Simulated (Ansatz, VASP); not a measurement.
**Te2Pb3Se in VASP and in Ansatz**

```
Te Pb Se
1.0
    13.71664    0.00000    0.00000
     0.00000    6.53259    0.00000
     0.00000    0.00000    4.51576
Te Pb Se
4 6 2
Cartesian
  11.3712 1.6331 3.3462
  2.3455 1.6331 3.3462
  9.2038 4.8995 1.0883
  4.5129 4.8995 1.0883
  11.5684 4.9014 3.4332
  6.8583 5.0801 3.4154
  2.1483 4.9014 3.4332
  0.0000 1.4525 1.1576
  9.0066 1.6312 1.1753
  4.7101 1.6312 1.1753
  6.8583 1.5570 3.3497
  0.0000 4.9756 1.0918
```

Change from the starting cell: the structure that the rattled cell fell into.

Alike in both runs: task single point; functional PBE; k mesh 2 × 4 × 4; occupations gaussian, width 0.1 eV; no spin polarisation.

```csv
,VASP,Ansatz
version,VASP 6.6.1,Ansatz 0.2.0
potentials or method,"VASP PAW PBE potentials, release 64 (Te, Pb_d, Se), cutoff 520 eV","scalar-relativistic, plane waves, PAW"
valence electrons in the cell,120,180
```

|  | VASP | Ansatz | Ansatz less VASP |
| --- | --- | --- | --- |
| gap on the k mesh at the Fermi level (eV) | 0.69 | 0.69 | -0.004 |
| least direct gap on the mesh (eV) | 0.73 | 0.72 | -0.004 |
| pressure (GPa) | 0.1 | 0.2 | +0.03 |
| traceless stress, the component that is largest in VASP (GPa) | -0.55 | -0.55 | -0.002 |
| rms of the force components (eV/Å) | 0.018 | 0.018 | -0.0001 |

Atom by atom the forces differ by 0.001 eV/Å (rms over components). The functional is the same, so the differences come from potentials, cutoffs and numerics. VASP's potentials hold 120 valence electrons a cell and Ansatz's 180, so a difference there can come from the potentials and not from the codes.

Spin-orbit coupling is off throughout.
